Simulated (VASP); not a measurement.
Crystal: Ga3Mo.

```
Ga Mo
1.0
    -1.98750    1.98750    4.43000
     1.98750   -1.98750    4.43000
     1.98750    1.98750   -4.43000
Ga Mo
3 1
Direct
  0.75000 0.25000 0.50000
  0.25000 0.75000 0.50000
  0.50000 0.50000 0.00000
  0.00000 0.00000 0.00000
```

* Program: VASP 6.6.1
* Task: relaxation of cell and atoms
* Functional: PBE
* Potentials or basis: VASP PAW PBE potentials, release 64 (Ga_d, Mo_sv)
* Cutoff: 600 eV
* k mesh: 7 × 7 × 7
* Occupations: gaussian, width 0.2 eV
* Spin: no spin polarisation

At the start: pressure -11.9 GPa; volume 17.50 Å³/atom.

**Question.** Where does the relaxation end?

**Answer.** Over 3 steps the energy falls by 86.1 meV/atom and the volume is 15.47 Å³/atom (-11.6 %); space group I4/mmm (No. 139, to 0.1 Å) before and after.

Step by step:
```
step  energy change (eV)  largest force (eV/Å)  pressure (GPa)  volume (Å³)
   1              0.0000                0.0000          -11.91        70.00
   2             -0.2093                0.0000           10.97        57.63
   3             -0.3443                0.0000           -0.05        61.89
```

Final structure:
```cif
data_structure
_symmetry_space_group_name_H-M 'P 1'
_symmetry_Int_Tables_number 1
_cell_length_a 5.0451
_cell_length_b 5.0451
_cell_length_c 5.0451
_cell_angle_alpha 135.646
_cell_angle_beta 135.646
_cell_angle_gamma 64.528
_cell_volume 61.89
loop_
_atom_site_label
_atom_site_type_symbol
_atom_site_fract_x
_atom_site_fract_y
_atom_site_fract_z
_atom_site_occupancy
Ga1 Ga 0.75000 0.25000 0.50000 1
Ga2 Ga 0.25000 0.75000 0.50000 1
Ga3 Ga 0.50000 0.50000 0.00000 1
Mo1 Mo 0.00000 0.00000 0.00000 1
```
